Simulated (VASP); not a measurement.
Wanted: the native input for a VASP 6.6.1 run.

* Task: relaxation of shape and atoms at fixed volume
* Functional: r2SCAN
* Potentials or basis: VASP PAW PBE potentials, release 64 (Al, N)
* Cutoff: 600 eV
* k mesh: 12 × 12 × 6
* Occupations: gaussian, width 0.02 eV
* Spin: no spin polarisation
* Dipole correction: no
* Further INCAR settings: ALGO = Normal; EDIFF = 1e-07; IBRION = 2; EDIFFG = -0.01; NSW = 50; ISIF = 4

Crystal: AlN.

```
Al N
1.0
     3.13746    0.00000    0.00000
    -1.56873    2.71712    0.00000
     0.00000    0.00000    5.02775
Al N
2 2
Direct
  0.33333 0.66667 0.99920
  0.66667 0.33333 0.49920
  0.33333 0.66667 0.38080
  0.66667 0.33333 0.88080
```

These files were run (other wordings do the same):

POSCAR

```
AlN
1.0
    3.1374614510      0.0000000000      0.0000000000
   -1.5687307255      2.7171213200      0.0000000000
    0.0000000000      0.0000000000      5.0277528044
Al N
2 2
Direct
    0.3333333333      0.6666666667     -0.0008029842
    0.6666666667      0.3333333333      0.4991970158
    0.3333333333      0.6666666667      0.3808029842
    0.6666666667      0.3333333333      0.8808029842
```

INCAR.step1

```
ALGO = Normal
EDIFF = 1E-4
ENCUT = 600
GGA = PE
ISMEAR = 0
LASPH = T
LCHARG = F
LREAL = F
LWAVE = T
NELM = 100
PREC = Accurate
SIGMA = 0.02
```

INCAR.step2

```
ALGO = Normal
EDIFF = 1E-7
EDIFFG = -0.01
ENCUT = 600
IBRION = 2
ISIF = 4
ISMEAR = 0
ISTART = 1
LASPH = T
LCHARG = F
LMIXTAU = T
LREAL = F
LWAVE = F
METAGGA = R2SCAN
NELM = 100
NSW = 50
PREC = Accurate
SIGMA = 0.02
```

KPOINTS

```
k-points
0
Gamma
  12 12 6
```

Potentials or basis: VASP PAW PBE potentials, release 64 (Al, N).

Run with:

```sh
$ cat potpaw_PBE.64/Al/POTCAR potpaw_PBE.64/N/POTCAR > POTCAR
$ cp INCAR.step1 INCAR
$ mpirun -np 1 vasp_std > vasp.out
$ cp INCAR.step2 INCAR
$ mpirun -np 1 vasp_std > vasp.out
```

Results of the run:

```json
{
 "Energy gained by relaxing": "0.0 meV/atom",
 "Ionic steps": "4",
 "Pressure after relaxing": "-6.2 GPa",
 "Largest force after relaxing": "0.005 eV/Å",
 "Band gap on the k mesh": "4.66 eV"
}
```

Caveat: the PAW data sets were made with another functional, which shifts forces and pressure a little.

Run time: 5.8 min on 1 thread of Intel(R) Xeon(R) Platinum 8488C (Sapphire Rapids), on a shared host, peak memory 0.2 GiB.
